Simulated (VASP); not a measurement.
Wanted: the native input for a VASP 6.6.1 run.

```
Task                   : single point
Functional             : r2SCAN
Potentials or basis    : VASP PAW PBE potentials, release 64 (Te)
Cutoff                 : 520 eV
k mesh                 : 10 × 10 × 7
Occupations            : fermi-dirac, width 0.05 eV
Spin                   : no spin polarisation
Dipole correction      : no
Further INCAR settings : ALGO = Normal; EDIFF = 1e-06; NBANDS = 16
```

Te:

```xyz
3
Lattice="4.6173 0.0000 0.0000 -2.3086 3.9987 0.0000 0.0000 0.0000 5.9068" Properties=species:S:1:pos:R:3 pbc="T T T"
Te    1.1717    0.0000    1.9689
Te   -0.5858    1.0147    3.9379
Te    1.7228    2.9840    0.0000
```

The input as run:

POSCAR

```
Te
1.0
    4.6172546147      0.0000000000      0.0000000000
   -2.3086273073      3.9986597920      0.0000000000
    0.0000000000      0.0000000000      5.9068288031
Te
3
Direct
    0.2537604966      0.0000000000      0.3333333333
    0.0000000000      0.2537604966      0.6666666667
    0.7462395034      0.7462395034      0.0000000000
```

INCAR.step1

```
PREC     = Accurate       # precision mode
ENCUT    = 520            # plane-wave cutoff, eV
ISMEAR   = -1             # smearing method
SIGMA    = 0.05           # smearing width, eV
LREAL    = False          # projectors in reciprocal space
LASPH    = True           # aspherical terms in the spheres
NELM     = 60             # most SCF steps
NBANDS   = 16             # bands
GGA      = PE             # functional
ALGO     = Normal         # electronic algorithm
EDIFF    = 1E-4           # SCF threshold, eV
LWAVE    = True           # write WAVECAR
LCHARG   = False          # write CHGCAR
```

INCAR.step2

```
PREC     = Accurate       # precision mode
ENCUT    = 520            # plane-wave cutoff, eV
EDIFF    = 1E-6           # SCF threshold, eV
ISMEAR   = -1             # smearing method
SIGMA    = 0.05           # smearing width, eV
LREAL    = False          # projectors in reciprocal space
LASPH    = True           # aspherical terms in the spheres
NELM     = 60             # most SCF steps
ALGO     = Normal         # electronic algorithm
ISIF     = 2              # what is computed and relaxed
LWAVE    = False          # write WAVECAR
LCHARG   = False          # write CHGCAR
METAGGA  = R2SCAN         # meta-GGA
LMIXTAU  = True         
NBANDS   = 16             # bands
ISTART   = 1
```

KPOINTS

```
Automatic mesh
0
Gamma
  10 10 7
```

Potentials or basis: VASP PAW PBE potentials, release 64 (Te).

The run is started by

```console
$ cat potpaw_PBE.64/Te/POTCAR > POTCAR
$ cp INCAR.step1 INCAR
$ mpirun -np 1 vasp_std > vasp.out
$ cp INCAR.step2 INCAR
$ mpirun -np 1 vasp_std > vasp.out
```

It gave:

| Item | Value |
| --- | --- |
| Pressure | 0.1 GPa |
| Largest force | 0.028 eV/Å |
| Band gap on the k mesh | 0.90 eV, indirect (least direct gap 0.91 eV) |

Caveat: the PAW data sets were made with another functional, which shifts forces and pressure a little; spin-orbit coupling is left out, which moves the levels of the heavy elements.

Run time: 4.5 min on 1 thread of Intel(R) Xeon(R) Platinum 8559C (Emerald Rapids), on a shared host, peak memory 0.31 GiB.
